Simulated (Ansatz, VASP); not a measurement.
Two plane-wave programs on GaP

The input INCAR:

```
  PREC = Accurate
  ENCUT = 520
  EDIFF = 1E-7
  ISMEAR = 0
  SIGMA = 0.05
  LREAL = F
  LASPH = T
  NELM = 80
  ALGO = Normal
  ISIF = 2
  LWAVE = F
  LCHARG = T
  GGA = PE
  LELF = T
  LVHAR = T
  NBANDS = 16
```

The input KPOINTS:

```
regular mesh
0
Gamma
  10 10 10
```

Contents of POSCAR:

```
GaP
1.0
    0.0000000000      2.6093616171      2.8270440055
    2.8270440055      0.0000000000      2.8270440055
    2.8270440055      2.6093616171      0.0000000000
Ga P
1 1
Direct
    0.0000000000      0.0000000000      0.0000000000
    0.7500000000      0.7500000000      0.7500000000
```

Input for Ansatz:

```yaml
crystal:
  lattice:
    - [0.0, 2.6093616171, 2.8270440055]
    - [2.8270440055, 0.0, 2.8270440055]
    - [2.8270440055, 2.6093616171, 0.0]
  atoms:
    - { symbol: Ga, position: [0.0, 0.0, 0.0] }
    - { symbol: P, position: [0.75, 0.75, 0.75] }
basis:
  ecutwfc: 420
kpoints:
  mp_grid: { grid: [10, 10, 10] }
hamiltonian:
  xc: pbe
scf:
  occupations: { method: gaussian, width: 0.05 }
output:
  forces: true
  stress: true
  eigenvalues: true
```

Alike in both runs: task single point; functional PBE; k mesh 10 × 10 × 10; occupations gaussian, width 0.05 eV; no spin polarisation.

|  | VASP | Ansatz |
| --- | --- | --- |
| version | VASP 6.6.1 | Ansatz 0.2.0 |
| potentials or method | VASP PAW PBE potentials, release 64 (Ga_d, P), cutoff 520 eV | scalar-relativistic, plane waves, PAW |
| valence electrons in the cell | 18 | 18 |

```tsv
	VASP	Ansatz	Ansatz less VASP
gap on the k mesh at the Fermi level (eV)	0.93	0.93	+0.001
least direct gap on the mesh (eV)	1.28	1.28	+0.002
pressure (GPa)	-0.1	-0.1	0.00
traceless stress, the component that is largest in VASP (GPa)	3.35	3.35	-0.003
```
